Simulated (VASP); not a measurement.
Cu, 2 atoms in the cell. The structure is hexagonal, space group P6_3/mmc (No. 194). The conventional cell has a = 2.573 Å, b = 2.573 Å, c = 4.180 Å, α = 90.00°, β = 90.00°, γ = 120.00°. Within 3.4 Å of Cu (site symmetry -6m2) lie 12 Cu at 2.56 to 2.57 Å. 

- Program: VASP 6.6.1
- Task: single point
- Functional: PBE
- Potentials or basis: VASP PAW PBE potentials, release 64 (Cu)
- Cutoff: 520 eV
- k mesh: 12 × 12 × 7
- Occupations: fermi-dirac, width 0.05 eV
- Spin: no spin polarisation
- Dipole correction: no
- Further INCAR settings: ALGO = Normal; EDIFF = 1e-06; NBANDS = 18

Potentials or basis: VASP PAW PBE potentials, release 64 (Cu).

Run with:

```console
$ cat potpaw_PBE.64/Cu/POTCAR > POTCAR
$ mpirun -np 1 vasp_std > vasp.out
```

Hardware: 1 thread of AMD EPYC 7R13 (shared host).

Question: How long does it take, and how much memory?

Answer: Wall time 39 s on 1 thread of AMD EPYC 7R13 (shared host), peak memory 0.12 GiB. Counts: scf iterations 11, k points 76.
